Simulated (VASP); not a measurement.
# NaH (Pm-3m) in VASP: a series of runs, part 2 of 2

VASP 6.6.1. The steps go on from the part before.

## Step 3: Single point, PBEsol

This run uses another cell than the first one, of 13.68 Å³/atom, 1.019 times its volume.

Input file INCAR:

```
  PREC = Accurate
  ENCUT = 520
  EDIFF = 1E-6
  ISMEAR = 0
  SIGMA = 0.01
  LREAL = F
  LASPH = T
  NELM = 80
  ALGO = Normal
  ISIF = 2
  LWAVE = F
  LCHARG = F
  GGA = PS
  NBANDS = 11
```

Input file KPOINTS:

```
Automatic mesh
0
Gamma
  6 6 6
```

Input file POSCAR:

```
NaH
1.0
    3.0130823222      0.0000000000      0.0000000000
    0.0000000000      3.0130823222      0.0000000000
    0.0000000000      0.0000000000      3.0130823222
Na H
1 1
Direct
    0.0000000000      0.0000000000      0.0000000000
    0.5000000000      0.5000000000      0.5000000000
```

Potentials or basis: VASP PAW PBE potentials, release 64 (Na_pv, H).

Started as:

```console
$ cat potpaw_PBE.64/Na_pv/POTCAR potpaw_PBE.64/H/POTCAR > POTCAR
$ mpirun -np 1 vasp_std > vasp.out
```

OUTCAR:

```text
PREC = Accurate
   ENCUT = 520
   EDIFF = 1E-6
   ISMEAR = 0
   LREAL = F
   LASPH = T
   NELM = 80
   ISIF = 2
   GGA = PS

 ion  position               nearest neighbor table
   1  0.000  0.000  0.000-
   2  0.500  0.500  0.500-

  LATTYP: Found a simple cubic cell.
 ALAT       =     3.0130823222

  Lattice vectors:

 A1 = (   3.0130823222,   0.0000000000,   0.0000000000)
 A2 = (   0.0000000000,   3.0130823222,   0.0000000000)
 A3 = (   0.0000000000,   0.0000000000,   3.0130823222)

Analysis of symmetry for initial positions (statically):
=====================================================================
 Subroutine PRICEL returns:
 Original cell was already a primitive cell.

 Routine SETGRP: Setting up the symmetry group for a
 simple cubic supercell.

 Subroutine GETGRP returns: Found 48 space group operations
 (whereof 48 operations were pure point group operations)
 out of a pool of 48 trial point group operations.

The static configuration has the point symmetry O_h .

Analysis of symmetry for dynamics (positions and initial velocities):
=====================================================================
 Subroutine PRICEL returns:
 Original cell was already a primitive cell.

 Routine SETGRP: Setting up the symmetry group for a
 simple cubic supercell.

 Subroutine GETGRP returns: Found 48 space group operations
 (whereof 48 operations were pure point group operations)
 out of a pool of 48 trial point group operations.

The dynamic configuration has the point symmetry O_h .

 Subroutine INISYM returns: Found 48 space group operations
 (whereof 48 operations are pure point group operations),
 and found     1 'primitive' translations

----------------------------------------------------------------------------------------

                                     Primitive cell

  volume of cell :      27.3548

[... 109 lines left out ...]
   LHFCALC =     F    Hartree Fock is set to
   AEXX    =    0.0000 exact exchange contribution
   IVDW    =     0    specifies the selected vdW correction
   LEPSILON=     F    determine dielectric tensor
   LRPA    =     F    only Hartree local field effects (RPA)
 non-spin polarized calculation
 Gauss-broadening in eV      SIGMA  =   0.01
  energy-cutoff  :      520.00
  volume of cell :       27.35
 maximum number of plane-waves:       756
 NGX is ok and might be reduce to    24
   NGX = 11   NGY = 11   NGZ = 11

 number of electron       7.9999981 magnetization

 Free energy of the ion-electron system (eV)
  ---------------------------------------------------
  ext. energy  EPLUGINS =         0.00000000
  ---------------------------------------------------
  free energy    TOTEN  =        -4.77650546 eV

  energy without entropy =       -4.77650546  energy(sigma->0) =       -4.77650546

 E-fermi :   1.1544     XC(G=0):  -8.0544

 val. band max:        1.0776385472   @ k =   0.5000   0.5000   0.5000
 cond. band min:       1.8882792337   @ k =   0.5000   0.0000   0.0000
 fundamental gap:      0.8106406864
 Fermi energy:         1.1543523951

 k-point     1 :       0.0000    0.0000    0.0000
  band No.  band energies     occupation
      1     -23.4054      2.00000
      2     -23.4054      2.00000
      3     -23.4054      2.00000
      4      -4.7165      2.00000
      5       9.2538      0.00000
      6      11.5538      0.00000
      7      11.5538      0.00000
      8      12.9782      0.00000
      9      12.9782      0.00000
     10      12.9782      0.00000
     11      25.8546      0.00000
[... 253 lines left out ...]
 k-point    20 :       0.5000    0.5000    0.5000
  band No.  band energies     occupation
      1     -23.5114      2.00000
      2     -23.5114      2.00000
      3     -23.5114      2.00000
      4       1.0776      2.00000
      5       7.6629      0.00000
      6       7.6629      0.00000
      7       7.6629      0.00000
      8       9.6354      0.00000
      9       9.6354      0.00000
     10       9.6354      0.00000
     11      16.1905      0.00000

------------------------ aborting loop because EDIFF is reached ----------------------------------------

  FORCE on cell =-STRESS in cart. coord.  units (eV):
  Direction    XX          YY          ZZ          XY          YZ          ZX
  --------------------------------------------------------------------------------------
  -------------------------------------------------------------------------------------
  Total       -0.2794955     -0.2794955     -0.2794955      0.0000000      0.0000000     -0.0000000
  in kB      -16.3701425    -16.3701425    -16.3701425      0.0000000      0.0000000     -0.0000000
  external PRESSURE =     -16.3701425 kB  Pullay stress =       0.0000000 kB

 VOLUME and BASIS-vectors are now :
 -----------------------------------------------------------------------------
  energy-cutoff  :      520.00
  volume of cell :       27.35
      direct lattice vectors                 reciprocal lattice vectors
     3.013082322  0.000000000  0.000000000     0.331886053  0.000000000  0.000000000
     0.000000000  3.013082322  0.000000000     0.000000000  0.331886053  0.000000000
     0.000000000  0.000000000  3.013082322     0.000000000  0.000000000  0.331886053

 POSITION                                       TOTAL-FORCE (eV/Angst)
 -----------------------------------------------------------------------------------
      0.00000      0.00000      0.00000         0.000000      0.000000      0.000000
      1.50654      1.50654      1.50654         0.000000      0.000000      0.000000
 -----------------------------------------------------------------------------------
    total drift:                                0.000000      0.000000      0.000000

  FREE ENERGIE OF THE ION-ELECTRON SYSTEM (eV)
  ---------------------------------------------------
  free  energy   TOTEN  =        -4.7765054610 eV

  energy  without entropy=       -4.7765054610  energy(sigma->0) =       -4.77650546
```

Wall time 8 s (1 thread of AMD EPYC 7R13, shared host); peak memory 0.1 GiB.

Results:

| Item | Value |
| --- | --- |
| Free energy | -4.7765 eV |
| Pressure | -1.6 GPa |
| Band gap on the k mesh | 0.81 eV, indirect (least direct gap 4.15 eV) |

Levels at points of the mesh, in eV from the valence-band top:
| k point | band 1 | band 2 | band 3 | band 4 | band 5 | band 6 | band 7 | band 8 |
| --- | --- | --- | --- | --- | --- | --- | --- | --- |
| (0.00, 0.00, 0.00) | -24.48 | -24.48 | -24.48 | -5.79 | 8.18 | 10.48 | 10.48 | 11.90 |
| (0.50, 0.00, 0.00) | -24.63 | -24.47 | -24.47 | -3.34 | 0.81 | 10.31 | 13.61 | 13.97 |
| (0.50, 0.50, 0.00) | -24.61 | -24.61 | -24.46 | -1.67 | 3.94 | 3.94 | 6.35 | 14.07 |
| (0.50, 0.50, 0.50) | -24.59 | -24.59 | -24.59 | 0.00 | 6.59 | 6.59 | 6.59 | 8.56 |

Caveat: the PAW data sets were made with another functional, which shifts forces and pressure a little. A k mesh can miss the band edges.
